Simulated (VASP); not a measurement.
A run of VASP 6.6.1 is set up as follows.

POSCAR

```
PtS2
1.0
    5.4233923774      0.0000000000      0.0000000000
    0.0000000000      5.4233923774      0.0000000000
    0.0000000000      0.0000000000      3.7881554414
Pt S
2 4
Direct
    0.0000000000      0.0000000000      0.0000000000
    0.5000000000      0.5000000000      0.5000000000
    0.3093123642      0.3093123642      0.0000000000
    0.1906876358      0.8093123642      0.5000000000
    0.8093123642      0.1906876358      0.5000000000
    0.6906876358      0.6906876358      0.0000000000
```

File INCAR.step1:

```
SYSTEM = PtS2
ALGO     = Normal         ! electronic algorithm
EDIFF    = 1E-4           ! SCF threshold, eV
ENCUT    = 520            ! plane-wave cutoff, eV
GGA      = PE             ! functional
ISMEAR   = -1             ! smearing method
LASPH    = .TRUE.         ! aspherical terms in the spheres
LCHARG   = .FALSE.        ! write CHGCAR
LREAL    = .FALSE.        ! projectors in reciprocal space
LWAVE    = .TRUE.         ! write WAVECAR
NBANDS   = 31             ! bands
NELM     = 80             ! most SCF steps
PREC     = Accurate       ! precision mode
SIGMA    = 0.02           ! smearing width, eV
```

Contents of INCAR.step2:

```
SYSTEM = PtS2
ALGO     = Normal         ! electronic algorithm
EDIFF    = 1E-6           ! SCF threshold, eV
ENCUT    = 520            ! plane-wave cutoff, eV
ISIF     = 2              ! what is computed and relaxed
ISMEAR   = -1             ! smearing method
ISTART   = 1            
LASPH    = .TRUE.         ! aspherical terms in the spheres
LCHARG   = .TRUE.         ! write CHGCAR
LELF     = .TRUE.         ! ELF
LMIXTAU  = .TRUE.       
LREAL    = .FALSE.        ! projectors in reciprocal space
LVHAR    = .TRUE.       
LWAVE    = .FALSE.        ! write WAVECAR
METAGGA  = R2SCAN         ! meta-GGA
NBANDS   = 31             ! bands
NELM     = 80             ! most SCF steps
PREC     = Accurate       ! precision mode
SIGMA    = 0.02           ! smearing width, eV
```

The input KPOINTS:

```
k-points
0
G
  4 4 6
  0 0 0
```

Potentials or basis: VASP PAW PBE potentials, release 64 (Pt, S).

Launch:

```console
$ cat potpaw_PBE.64/Pt/POTCAR potpaw_PBE.64/S/POTCAR > POTCAR
$ cp INCAR.step1 INCAR
$ mpirun -np 1 vasp_std > vasp.out
$ cp INCAR.step2 INCAR
$ mpirun -np 1 vasp_std > vasp.out
```

(1) What does it give for the band gap on the k mesh?

(2) Estimate the pressure.

(3) Estimate the largest force.

Results:

(1) zero (band 22 reaches 6.36 eV, above the bottom of band 23 at 5.86 eV).

(2) 0.0 GPa.

(3) 0.005 eV/Å.

Caveat: the PAW data sets were made with another functional, which shifts forces and pressure a little; spin-orbit coupling is left out, which moves the levels of the heavy elements.
